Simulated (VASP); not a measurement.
Set up this calculation in VASP 6.6.1, as the native input.

```yaml
Task: single point
Functional: PBE
Potentials_or_basis: VASP PAW PBE potentials, release 64 (Ti_sv, Ge_d, Se)
Cutoff: 520 eV
k_mesh: 4 × 4 × 4
Occupations: gaussian, width 0.1 eV
Spin: collinear spin
Starting_moments: "[1.0, 0.0, 0.0, 0.0, 0.0, 0.0] μB"
Dipole_correction: no
Further_INCAR_settings: ALGO = Normal; EDIFF = 1e-06; NBANDS = 38
```

The structure of TiGeSe4 lies in POSCAR:

```
TiGeSe4
1.0
    0.0000000000      4.5279436800      4.5279436800
    4.5279436800      0.0000000000      4.5279436800
    4.5279436800      4.5279436800      0.0000000000
Ti Ge Se
1 1 4
Direct
    0.0000000000      0.0000000000      0.0000000000
    0.7500000000      0.7500000000      0.7500000000
    0.3749836700      0.8750490000      0.3749836700
    0.3749836700      0.3749836700      0.3749836700
    0.8750490000      0.3749836700      0.3749836700
    0.3749836700      0.3749836700      0.8750490000
```

The cell was generated, and may not be a known phase.

The input as run:

INCAR

```
SYSTEM = TiGeSe4
PREC = Accurate
ENCUT = 520
EDIFF = 1E-6
ISMEAR = 0
SIGMA = 0.1
LREAL = .False.
LASPH = .True.
NELM = 150
ALGO = Normal
ISIF = 2
LWAVE = .False.
LCHARG = .True.
ISPIN = 2
MAGMOM = 1 0 0 0 0 0
LORBIT = 11
LMAXMIX = 4
GGA = PE
LELF = .True.
LVHAR = .True.
NBANDS = 38
```

KPOINTS

```
regular mesh
0
Gamma
  4 4 4
  0 0 0
```

Potentials or basis: VASP PAW PBE potentials, release 64 (Ti_sv, Ge_d, Se).

Run with:

```console
$ cat potpaw_PBE.64/Ti_sv/POTCAR potpaw_PBE.64/Ge_d/POTCAR potpaw_PBE.64/Se/POTCAR > POTCAR
$ mpirun -np 1 vasp_std > vasp.out
```

Results of the run:

```json
{"Pressure": "-10.1 GPa", "Largest force": "0.024 eV/Å", "Band gap on the k mesh": "zero (filled and empty bands overlap)", "Net moment": "0.00 μB per cell", "Valence electrons inside the program's atomic spheres": "Ti 9.89; Ge 11.90; Se 3.59"}
```

Caveat: the cell stands under tension.

Run time: 3.5 min on 1 thread of Intel(R) Xeon(R) Platinum 8488C (Sapphire Rapids) (shared host), peak memory 0.45 GiB.
